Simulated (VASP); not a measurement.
## SiC (Moissanite): single point with PBE

SiC (Moissanite):

```
Si C
1.0
     3.07600    0.00000    0.00000
    -1.53800    2.66389    0.00000
     0.00000    0.00000    5.04800
Si C
2 2
Direct
  0.66667 0.33333 0.50000
  0.33333 0.66667 0.00000
  0.66667 0.33333 0.88500
  0.33333 0.66667 0.38500
```

| Property | Result |
| --- | --- |
| Program | VASP 6.6.1 |
| Task | single point |
| Functional | PBE |
| Potentials or basis | VASP PAW PBE potentials, release 64 (Si, C) |
| Cutoff | 520 eV |
| k mesh | 11 × 11 × 6 |
| Occupations | gaussian, width 0.05 eV |
| Spin | no spin polarisation |

The pressure is 3.6 GPa and the largest force is 0.753 eV/Å. The band gap on the k mesh is 2.46 eV, indirect (least direct gap 4.10 eV).

Forces in eV/Å, atoms in the order of the input:
```
Si   0.000  0.000  0.753
Si   0.000  0.000  0.753
C    0.000  0.000 -0.753
C    0.000  0.000 -0.753
```

Stress tensor (GPa, compression positive):
```
5.25 0.00 0.00
0.00 5.25 0.00
0.00 0.00 0.41
```

Levels at points of the mesh, in eV from the valence-band top:
| k point | band 6 | band 7 | band 8 | band 9 | band 10 | band 11 |
| --- | --- | --- | --- | --- | --- | --- |
| (0.00, 0.00, 0.00) | -0.28 | -0.28 | 0.00 | 4.63 | 6.03 | 6.51 |
| (0.00, 0.00, 0.50) | -0.97 | -0.97 | -0.97 | 5.71 | 5.71 | 7.17 |

Wall time 77 s on 1 thread of AMD EPYC 7R13, on a shared host, peak memory 0.14 GiB.

A k mesh can miss the band edges. As with any semilocal functional, this PBE gap is likely too small.
